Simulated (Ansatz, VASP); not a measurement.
**HgTe: VASP beside Ansatz**

The input POSCAR:

```
HgTe
1.0
    0.0000000000      3.2145000000      3.2145000000
    3.2145000000      0.0000000000      3.2145000000
    3.2145000000      3.2145000000      0.0000000000
Hg Te
1 1
Direct
    0.0000000000      0.0000000000      0.0000000000
    0.7500000000      0.7500000000      0.7500000000
```

Contents of INCAR.step1:

```
ALGO     = Normal         # electronic algorithm
EDIFF    = 1E-5           # SCF threshold, eV
ENCUT    = 520            # plane-wave cutoff, eV
GGA      = PE             # functional
ISIF     = 2              # what is computed and relaxed
ISMEAR   = -1             # smearing method
LASPH    = T              # aspherical terms in the spheres
LCHARG   = F              # write CHGCAR
LREAL    = F              # projectors in reciprocal space
LWAVE    = T              # write WAVECAR
NBANDS   = 16             # bands
NELM     = 100            # most SCF steps
PREC     = Accurate       # precision mode
SIGMA    = 0.05           # smearing width, eV
```

INCAR.step2

```
AEXX     = 1.0            # exact-exchange fraction
AGGAC    = 0.0          
ALDAC    = 0.0          
ALGO     = Normal         # electronic algorithm
EDIFF    = 1E-6           # SCF threshold, eV
ENCUT    = 520            # plane-wave cutoff, eV
GGA      = PE             # functional
ISIF     = 2              # what is computed and relaxed
ISMEAR   = -1             # smearing method
ISTART   = 1            
LASPH    = T              # aspherical terms in the spheres
LCHARG   = F              # write CHGCAR
LHFCALC  = T              # exact exchange
LREAL    = F              # projectors in reciprocal space
LWAVE    = F              # write WAVECAR
NBANDS   = 16             # bands
NELM     = 100            # most SCF steps
PREC     = Accurate       # precision mode
PRECFOCK = Normal       
SIGMA    = 0.05           # smearing width, eV
```

Contents of KPOINTS:

```
k-points
0
Gamma
  4 4 4
```

Contents of input.yaml:

```yaml
crystal:
  lattice:
    - [0.0, 3.2145, 3.2145]
    - [3.2145, 0.0, 3.2145]
    - [3.2145, 3.2145, 0.0]
  atoms:
    - { symbol: Hg, position: [0.0, 0.0, 0.0] }
    - { symbol: Te, position: [0.75, 0.75, 0.75] }
hamiltonian:
  xc: hf
  pseudopotentials: { kind: paw }
kpoints:
  mp_grid: { grid: [4, 4, 4] }
  band_path:
    path:
      - [[0.0, 0.0, 0.0], [0.5, 0.0, 0.5], [0.5, 0.25, 0.75], [0.375, 0.375, 0.75], [0.0, 0.0, 0.0], [0.5, 0.5, 0.5], [0.625, 0.25, 0.625], [0.5, 0.25, 0.75], [0.5, 0.5, 0.5], [0.375, 0.375, 0.75]]
      - [[0.625, 0.25, 0.625], [0.5, 0.0, 0.5]]
    npoints: 4
scf:
  occupations: { method: fermi_dirac, width: 0.05 }
  n_extra_bands: 6
output:
  forces: true
  stress: true
  eigenvalues: true
  fatbands: false
```

Alike in both runs: functional HF; k mesh 4 × 4 × 4; occupations fermi-dirac, width 0.05 eV; no spin polarisation.

|  | VASP | Ansatz |
| --- | --- | --- |
| version | VASP 6.6.1 | Ansatz 0.2.0 |
| potentials or method | VASP PAW PBE potentials, release 64 (Hg, Te) | Ansatz PAW |
| plane-wave cutoff (eV) | 520 | 420 |
| valence electrons in the cell | 18 | 36 |
| task | single point | band structure |

Ansatz gave:

| Item | Value |
| --- | --- |
| gap on the k mesh at the Fermi level (eV) | 5.80 |
| least direct gap on the mesh (eV) | 5.80 |
| pressure (GPa) | 7.3 |

Q: Estimate VASP's values.

A: gap on the k mesh at the Fermi level (eV): 5.04; least direct gap on the mesh (eV): 5.04; pressure (GPa): 5.1.

VASP's potentials were made for PBE, not for HF. One of these differences is far larger than is usual between the two programs; its cause wasn't traced. With one functional, cell and mesh, what is left measures potentials, basis and numerics. VASP's potentials hold 18 valence electrons a cell and Ansatz's 36, so a difference there can come from the potentials and not from the codes.

The k mesh is coarse, so the values compare programs but aren't converged. Neither program's run includes spin-orbit coupling.
